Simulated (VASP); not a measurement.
# CdS (l) (F-43m) in VASP: single point with LDA

Aim: the single point of CdS (l) with LDA.

All numbers are computed with VASP 6.6.1; they aren't measurements. Logs are shortened: lines on timing, memory, paths and dates and some standing lists are left out, and cuts for length are marked.

## 1. The cell of the first run

Symmetry: F-43m, No. 216, cubic system. Conventional cell: a = 5.886 Å, b = 5.886 Å, c = 5.886 Å, α = 90.00°, β = 90.00°, γ = 90.00°. Cd (site symmetry -43m) has 4 S at 2.55 Å within 3.4 Å. S (site symmetry -43m) has 4 Cd at 2.55 Å within 3.4 Å.

## 2. Single point, LDA

File INCAR:

```
PREC     = Accurate       # precision mode
ENCUT    = 500            # plane-wave cutoff, eV
EDIFF    = 1E-6           # SCF threshold, eV
ISMEAR   = 0              # smearing method
SIGMA    = 0.1            # smearing width, eV
LREAL    = False          # projectors in reciprocal space
LASPH    = True           # aspherical terms in the spheres
NELM     = 120            # most SCF steps
ALGO     = Normal         # electronic algorithm
ISIF     = 2              # what is computed and relaxed
LWAVE    = False          # write WAVECAR
LCHARG   = False          # write CHGCAR
GGA      = CA             # functional
NBANDS   = 16             # bands
GGA_COMPAT= False
```

File KPOINTS:

```
Automatic mesh
0
Gamma
  6 6 6
```

File POSCAR:

```
CdS
1.0
    0.0000000000      2.9429534600      2.9429534600
    2.9429534600      0.0000000000      2.9429534600
    2.9429534600      2.9429534600      0.0000000000
Cd S
1 1
Direct
    0.0000000000      0.0000000000      0.0000000000
    0.2500000000      0.2500000000      0.2500000000
```

Potentials or basis: VASP PAW LDA potentials, release 64 (Cd, S).

Launch:

```bash
cat potpaw_LDA.64/Cd/POTCAR potpaw_LDA.64/S/POTCAR > POTCAR
mpirun -np 1 vasp_std > vasp.out
```

OUTCAR:

```text
PREC = Accurate
   ENCUT = 500
   EDIFF = 1E-6
   ISMEAR = 0
   LREAL = False
   LASPH = True
   NELM = 120
   ISIF = 2
   GGA = CA

 ion  position               nearest neighbor table
   1  0.000  0.000  0.000-   2 2.55   2 2.55   2 2.55   2 2.55
   2  0.250  0.250  0.250-   1 2.55   1 2.55   1 2.55   1 2.55

  LATTYP: Found a face centered cubic cell.
 ALAT       =     5.8859069200

  Lattice vectors:

 A1 = (   0.0000000000,   2.9429534600,   2.9429534600)
 A2 = (   2.9429534600,   0.0000000000,   2.9429534600)
 A3 = (   2.9429534600,   2.9429534600,   0.0000000000)

Analysis of symmetry for initial positions (statically):
=====================================================================
 Subroutine PRICEL returns:
 Original cell was already a primitive cell.

 Routine SETGRP: Setting up the symmetry group for a
 face centered cubic supercell.

 Subroutine GETGRP returns: Found 24 space group operations
 (whereof 24 operations were pure point group operations)
 out of a pool of 48 trial point group operations.

The static configuration has the point symmetry T_d .

Analysis of symmetry for dynamics (positions and initial velocities):
=====================================================================
 Subroutine PRICEL returns:
 Original cell was already a primitive cell.

 Routine SETGRP: Setting up the symmetry group for a
 face centered cubic supercell.

 Subroutine GETGRP returns: Found 24 space group operations
 (whereof 24 operations were pure point group operations)
 out of a pool of 48 trial point group operations.

The dynamic configuration has the point symmetry T_d .

 Subroutine INISYM returns: Found 24 space group operations
 (whereof 24 operations are pure point group operations),
 and found     1 'primitive' translations

----------------------------------------------------------------------------------------

                                     Primitive cell

  volume of cell :      50.9777

  direct lattice vectors                    reciprocal lattice vectors
     0.000000000  2.942953460  2.942953460    -0.169897352  0.169897352  0.169897352
     2.942953460  0.000000000  2.942953460     0.169897352 -0.169897352  0.169897352
     2.942953460  2.942953460  0.000000000     0.169897352  0.169897352 -0.169897352

  length of vectors
     4.161964697  4.161964697  4.161964697     0.294270846  0.294270846  0.294270846

  position of ions in fractional coordinates (direct lattice)
     0.000000000  0.000000000  0.000000000
     0.250000000  0.250000000  0.250000000

  ion indices of the primitive-cell ions
   primitive index   ion index
                 1           1
                 2           2

----------------------------------------------------------------------------------------

 KPOINTS: Automatic mesh

Automatic generation of k-mesh.
 Grid dimensions read from file:
 generate k-points for:    6    6    6

 Generating k-lattice:

  Cartesian coordinates                     Fractional coordinates (reciprocal lattice)
    -0.028316225  0.028316225  0.028316225     0.166666667  0.000000000  0.000000000
     0.028316225 -0.028316225  0.028316225     0.000000000  0.166666667  0.000000000
     0.028316225  0.028316225 -0.028316225     0.000000000  0.000000000  0.166666667

  Length of vectors
     0.049045141  0.049045141  0.049045141

  Shift w.r.t. Gamma in fractional coordinates (k-lattice)
     0.000000000  0.000000000  0.000000000

 Subroutine IBZKPT returns following result:
 ===========================================

 Found     16 irreducible k-points:

 Following reciprocal coordinates:
            Coordinates               Weight
  0.000000  0.000000  0.000000      1.000000
  0.166667  0.000000  0.000000      8.000000
  0.333333  0.000000  0.000000      8.000000
  0.500000  0.000000  0.000000      4.000000
  0.166667  0.166667  0.000000      6.000000
  0.333333  0.166667  0.000000     24.000000
[... 8 lines left out ...]
 -0.333333  0.333333  0.166667     24.000000
 -0.333333  0.500000  0.166667     12.000000
   k-points           NKPTS =     16   k-points in BZ     NKDIM =     16   number of bands    NBANDS=     16
   number of dos      NEDOS =    301   number of ions     NIONS =      2
   total plane-waves  NPLWV =  27000
   dimension x,y,z NGX =    30 NGY =   30 NGZ =   30
   dimension x,y,z NGXF=    60 NGYF=   60 NGZF=   60
   ions per type =               1   1
   NGX,Y,Z   is equivalent  to a cutoff of  11.98, 11.98, 11.98 a.u.
   NGXF,Y,Z  is equivalent  to a cutoff of  23.97, 23.97, 23.97 a.u.
 SYSTEM =  unknown system
   PREC   = accura    normal or accurate (medium, high low for compatibility)
   ISTART =      0    job   : 0-new  1-cont  2-samecut
   ICHARG =      2    charge: 1-file 2-atom 10-const
   ISPIN  =      1    spin polarized calculation?
   LNONCOLLINEAR =      F non collinear calculations
   LSORBIT =      F    spin-orbit coupling
   LASPH  =      T    aspherical Exc in radial PAW
   ENCUT  =  500.0 eV  36.75 Ry    6.06 a.u.   7.59  7.59  7.59*2*pi/ulx,y,z
   NELM   =    120;   NELMIN=  2; NELMDL= -5     # of ELM steps
   EDIFF  = 0.1E-05   stopping-criterion for ELM
   LREAL  =      F    real-space projection
   EDIFFG = 0.1E-04   stopping-criterion for IOM
   NSW    =      0    number of steps for IOM
   IBRION =     -1    ionic relax: 0-MD 1-quasi-New 2-CG
   NFREE  =      0    steps in history (QN), initial steepest desc. (CG)
   ISIF   =      2    stress and relaxation
   ISYM   =      2    0-nonsym 1-usesym 2-fastsym
   POTIM  = 0.5000    time-step for ionic-motion
   TEBEG  =    0.0;   TEEND  =   0.0 temperature during run
   PSTRESS=    0.0 pullay stress
   NELECT =      18.0000    total number of electrons
   NUPDOWN=      -1.0000    fix difference up-down
   EMIN   =  10.00;   EMAX   =-10.00  energy-range for DOS
   EFERMI =   0.00;   METHOD = LEGACY
   ISMEAR =     0;   SIGMA  =   0.10  broadening in eV -4-tet -1-fermi 0-gaus
   EFERMI_NEDOS =   21; number of points for ismear=-14 and -15
   IALGO  =     38    algorithm
   IMIX   =      4    mixing-type and parameters
     AMIX     =   0.40;   BMIX     =  1.00
     AMIX_MAG =   1.60;   BMIX_MAG =  1.00
  volume/ion in A,a.u.               =      25.49       172.01
  Fermi-wavevector in a.u.,A,eV,Ry     =   1.157104  2.186609 18.216690  1.338889
  Thomas-Fermi vector in A             =   2.293718
   LORBIT       =      0    0 simple, 1 ext, 2 COOP (PROOUT), +10 PAW based schemes
   GGA     = CA    functional components
   LHFCALC =     F    Hartree Fock is set to
   AEXX    =    0.0000 exact exchange contribution
   IVDW    =     0    specifies the selected vdW correction
   LEPSILON=     F    determine dielectric tensor
   LRPA    =     F    only Hartree local field effects (RPA)
 non-spin polarized calculation
 Gauss-broadening in eV      SIGMA  =   0.10
  energy-cutoff  :      500.00
  volume of cell :       50.98
 maximum number of plane-waves:      1308
   NGX = 15   NGY = 15   NGZ = 15

 number of electron      17.9999992 magnetization

 Free energy of the ion-electron system (eV)
  ---------------------------------------------------
  ext. energy  EPLUGINS =         0.00000000
  ---------------------------------------------------
  free energy    TOTEN  =        -7.37174002 eV

  energy without entropy =       -7.37174002  energy(sigma->0) =       -7.37174002

 E-fermi :   1.3059     XC(G=0):  -9.4632

 val. band max:        0.8971830077   @ k =   0.0000   0.0000   0.0000
 cond. band min:       1.7281570528   @ k =   0.0000   0.0000   0.0000
 fundamental gap:      0.8309740451
 Fermi energy:         1.3059216106

 k-point     1 :       0.0000    0.0000    0.0000
  band No.  band energies     occupation
      1     -11.2948      2.00000
      2      -6.7850      2.00000
      3      -6.7850      2.00000
      4      -6.7850      2.00000
      5      -6.3364      2.00000
      6      -6.3364      2.00000
[... 8 lines left out ...]
     15      12.2937      0.00000
     16      12.2937      0.00000

 k-point     2 :       0.1667    0.0000    0.0000
  band No.  band energies     occupation
      1     -11.1907      2.00000
      2      -6.7495      2.00000
      3      -6.7495      2.00000
      4      -6.6902      2.00000
      5      -6.3372      2.00000
      6      -6.3372      2.00000
[... 8 lines left out ...]
     15      11.4532      0.00000
     16      12.3249      0.00000

 k-point     3 :       0.3333    0.0000    0.0000
  band No.  band energies     occupation
      1     -10.9814      2.00000
      2      -6.6919      2.00000
      3      -6.6919      2.00000
      4      -6.3382      2.00000
      5      -6.3211      2.00000
      6      -6.3211      2.00000
[... 8 lines left out ...]
     15      11.8493      0.00000
     16      11.8493      0.00000

 k-point     4 :       0.5000    0.0000    0.0000
  band No.  band energies     occupation
      1     -10.8774      2.00000
      2      -6.6723      2.00000
      3      -6.6723      2.00000
      4      -6.3014      2.00000
      5      -6.3014      2.00000
      6      -5.9751      2.00000
[... 8 lines left out ...]
     15      13.3103      0.00000
     16      13.3103      0.00000

 k-point     5 :       0.1667    0.1667    0.0000
  band No.  band energies     occupation
      1     -11.1564      2.00000
      2      -6.7131      2.00000
      3      -6.7131      2.00000
      4      -6.7091      2.00000
      5      -6.3600      2.00000
      6      -6.3160      2.00000
[... 8 lines left out ...]
     15      12.4794      0.00000
     16      13.8141      0.00000

 k-point     6 :       0.3333    0.1667    0.0000
  band No.  band energies     occupation
      1     -10.9832      2.00000
      2      -6.6755      2.00000
      3      -6.6443      2.00000
      4      -6.4936      2.00000
      5      -6.3126      2.00000
      6      -6.2976      2.00000
[... 8 lines left out ...]
     15      12.6607      0.00000
     16      13.5312      0.00000

 k-point     7 :       0.5000    0.1667    0.0000
  band No.  band energies     occupation
      1     -10.8463      2.00000
      2      -6.6516      2.00000
      3      -6.6176      2.00000
      4      -6.3661      2.00000
      5      -6.2955      2.00000
      6      -5.9566      2.00000
[... 8 lines left out ...]
     15      13.3753      0.00000
     16      13.4492      0.00000

 k-point     8 :      -0.3333    0.1667    0.0000
  band No.  band energies     occupation
      1     -10.8801      2.00000
      2      -6.6524      2.00000
      3      -6.6414      2.00000
      4      -6.3407      2.00000
      5      -6.3350      2.00000
      6      -6.0687      2.00000
[... 8 lines left out ...]
     15      12.6280      0.00000
     16      13.6027      0.00000

 k-point     9 :      -0.1667    0.1667    0.0000
  band No.  band energies     occupation
      1     -11.0519      2.00000
      2      -6.7073      2.00000
      3      -6.6872      2.00000
      4      -6.5320      2.00000
      5      -6.3552      2.00000
      6      -6.3022      2.00000
[... 8 lines left out ...]
     15      12.0241      0.00000
     16      13.9060      0.00000

 k-point    10 :       0.3333    0.3333    0.0000
  band No.  band energies     occupation
      1     -10.8819      2.00000
      2      -6.5714      2.00000
      3      -6.5511      2.00000
      4      -6.5511      2.00000
      5      -6.2750      2.00000
      6      -6.2315      2.00000
[... 8 lines left out ...]
     15      12.9386      0.00000
     16      15.8943      0.00000

 k-point    11 :       0.5000    0.3333    0.0000
  band No.  band energies     occupation
      1     -10.7820      2.00000
      2      -6.5899      2.00000
      3      -6.5087      2.00000
      4      -6.4631      2.00000
      5      -6.2746      2.00000
      6      -5.9263      2.00000
[... 8 lines left out ...]
     15      13.5116      0.00000
     16      14.3562      0.00000

 k-point    12 :      -0.3333    0.3333    0.0000
  band No.  band energies     occupation
      1     -10.7822      2.00000
      2      -6.6164      2.00000
      3      -6.5471      2.00000
      4      -6.3857      2.00000
      5      -6.3157      2.00000
      6      -5.8073      2.00000
[... 8 lines left out ...]
     15      12.1117      0.00000
     16      15.2874      0.00000

 k-point    13 :       0.5000    0.5000    0.0000
  band No.  band energies     occupation
      1     -10.7488      2.00000
      2      -6.5841      2.00000
      3      -6.4587      2.00000
      4      -6.4587      2.00000
      5      -6.2544      2.00000
      6      -5.9124      2.00000
[... 8 lines left out ...]
     15      13.2377      0.00000
     16      14.2457      0.00000

 k-point    14 :       0.5000    0.3333    0.1667
  band No.  band energies     occupation
      1     -10.8481      2.00000
      2      -6.6088      2.00000
      3      -6.5997      2.00000
      4      -6.4270      2.00000
      5      -6.2994      2.00000
      6      -6.0553      2.00000
[... 8 lines left out ...]
     15      13.6198      0.00000
     16      13.9639      0.00000

 k-point    15 :      -0.3333    0.3333    0.1667
  band No.  band energies     occupation
      1     -10.7822      2.00000
      2      -6.6052      2.00000
      3      -6.5639      2.00000
      4      -6.3765      2.00000
      5      -6.3191      2.00000
      6      -5.8057      2.00000
[... 8 lines left out ...]
     15      13.1008      0.00000
     16      14.0598      0.00000

 k-point    16 :      -0.3333    0.5000    0.1667
  band No.  band energies     occupation
      1     -10.7500      2.00000
      2      -6.5695      2.00000
      3      -6.5325      2.00000
      4      -6.4104      2.00000
      5      -6.2968      2.00000
      6      -5.7770      2.00000
[... 8 lines left out ...]
     15      13.9255      0.00000
     16      13.9660      0.00000

------------------------ aborting loop because EDIFF is reached ----------------------------------------

  FORCE on cell =-STRESS in cart. coord.  units (eV):
  Direction    XX          YY          ZZ          XY          YZ          ZX
  --------------------------------------------------------------------------------------
  -------------------------------------------------------------------------------------
  Total       -1.1073375     -1.1073375     -1.1073375     -0.0000000     -0.0000000      0.0000000
  in kB      -34.8024969    -34.8024969    -34.8024969     -0.0000000     -0.0000000      0.0000000
  external PRESSURE =     -34.8024969 kB  Pullay stress =       0.0000000 kB

 VOLUME and BASIS-vectors are now :
 -----------------------------------------------------------------------------
  energy-cutoff  :      500.00
  volume of cell :       50.98
      direct lattice vectors                 reciprocal lattice vectors
     0.000000000  2.942953460  2.942953460    -0.169897352  0.169897352  0.169897352
     2.942953460  0.000000000  2.942953460     0.169897352 -0.169897352  0.169897352
     2.942953460  2.942953460  0.000000000     0.169897352  0.169897352 -0.169897352

 POSITION                                       TOTAL-FORCE (eV/Angst)
 -----------------------------------------------------------------------------------
      0.00000      0.00000      0.00000        -0.000000     -0.000000     -0.000000
      1.47148      1.47148      1.47148         0.000000      0.000000      0.000000
 -----------------------------------------------------------------------------------
    total drift:                                0.000000      0.000000     -0.000000

  FREE ENERGIE OF THE ION-ELECTRON SYSTEM (eV)
  ---------------------------------------------------
  free  energy   TOTEN  =        -7.3717400233 eV

  energy  without entropy=       -7.3717400233  energy(sigma->0) =       -7.37174002
```

Run time: 13 s. Hardware: 1 thread of Intel Xeon 8259CL, shared host; peak memory 0.15 GiB.

Results:

```
Free energy            : -7.3717 eV
Pressure               : -3.5 GPa
Band gap on the k mesh : 0.83 eV, direct
```
